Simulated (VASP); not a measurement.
# Ta3PbO: single point with PBE

The system is Ta3PbO.

```
Ta Pb O
1.0
     4.65335    0.00000    0.00000
     0.00000    4.65335    0.00000
     0.00000    0.00000    5.15146
Ta Pb O
3 1 1
Direct
  0.00000 0.50000 0.50000
  0.50000 0.00000 0.50000
  0.50000 0.50000 0.00000
  0.50000 0.50000 0.50000
  0.00000 0.00000 0.50000
```

| Property | Result |
| --- | --- |
| Program | VASP 6.6.1 |
| Task | single point |
| Functional | PBE |
| Potentials or basis | VASP PAW PBE potentials, release 64 (Ta_pv, Pb_d, O) |
| Cutoff | 520 eV |
| k mesh | 4 × 4 × 4 |
| Occupations | gaussian, width 0.1 eV |
| Spin | no spin polarisation |

```yaml
Pressure: 29.3 GPa
```

Stress tensor (GPa, compression positive):
```
39.60  0.00  0.00
 0.00 39.60  0.00
 0.00  0.00  8.70
```

Levels at points of the mesh, in eV from the Fermi level:
```
           k point  band 22  band 23  band 24  band 25  band 26  band 27  band 28  band 29  band 30  band 31
(0.00, 0.00, 0.00)    -1.61    -1.61    -1.36    -1.27     0.16     0.16     1.09     1.09     1.33     1.42
(0.50, 0.00, 0.00)    -3.06    -2.18    -1.25    -1.24    -0.27     0.28     0.32     1.08     1.36     1.74
(0.50, 0.50, 0.00)    -4.15    -0.98    -0.98    -0.28    -0.28    -0.03     0.54     0.81     1.16     1.27
(0.00, 0.00, 0.50)    -1.57    -1.57    -1.05    -0.91    -0.91    -0.43    -0.18     0.93     1.03     1.29
(0.50, 0.00, 0.50)    -3.46    -0.93    -0.78    -0.47    -0.17     0.18     0.32     0.45     0.54     0.72
(0.50, 0.50, 0.50)    -4.83    -0.94    -0.94    -0.22    -0.09     0.30     1.00     1.00     1.27     1.27
```

It took 29 s on 1 thread of Intel(R) Xeon(R) 6975P-C (Granite Rapids), with other jobs on the host, peak memory 0.25 GiB.

Caveat: spin-orbit coupling is left out, which moves the levels of the heavy elements; an odd number of electrons without spin polarisation forces a metal; a magnetic or distorted state may lie lower.
